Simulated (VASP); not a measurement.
A run of VASP 6.6.1 is set up as follows.

File INCAR:

```
SYSTEM = RhC
PREC = Accurate ; ENCUT = 600
EDIFF = 1E-6 ; ISMEAR = 0
SIGMA = 0.1 ; LREAL = .False.
LASPH = .True. ; NELM = 60
ALGO = Normal ; ISIF = 3
LWAVE = .False. ; LCHARG = .False.
GGA = PE ; IBRION = 2
NSW = 90 ; EDIFFG = -0.04
```

Contents of KPOINTS:

```
regular mesh
0
Gamma
  6 6 6
  0 0 0
```

File POSCAR:

```
RhC
1.0
    2.4739371873     -2.8055692300      0.0000000000
    2.4739371873      2.8055692300      0.0000000000
    0.0000000000      0.0000000000      3.5146623694
Rh C
2 2
Direct
    0.5000000000      0.5000000000      0.7500000000
    0.5000000000      0.5000000000      0.2500000000
    0.2500000000      0.2500000000      0.0000000000
    0.7500000000      0.7500000000      0.0000000000
```

Potentials or basis: VASP PAW PBE potentials, release 64 (Rh_pv, C).

The run is started by

```sh
$ cat potpaw_PBE.64/Rh_pv/POTCAR potpaw_PBE.64/C/POTCAR > POTCAR
$ mpirun -np 1 vasp_std > vasp.out
```

Task: Predict the space group after relaxing (to 0.05 Å).

Result: Cmmm (No. 65).

Task: Estimate the band gap on the k mesh.

Result: Zero (band 19 reaches 8.61 eV, above the bottom of band 20 at 6.91 eV).

Final structure:
```yaml
crystal:
  lattice:
    - [2.10055, -2.30414, 0.00000]
    - [2.10055, 2.30414, 0.00000]
    - [0.00000, 0.00000, 5.24959]
  atoms:
    - { symbol: Rh, position: [0.50000, 0.50000, 0.25538] }
    - { symbol: Rh, position: [0.50000, 0.50000, 0.74462] }
    - { symbol: C, position: [0.16212, 0.16212, 0.00000] }
    - { symbol: C, position: [0.83788, 0.83788, 0.00000] }
```
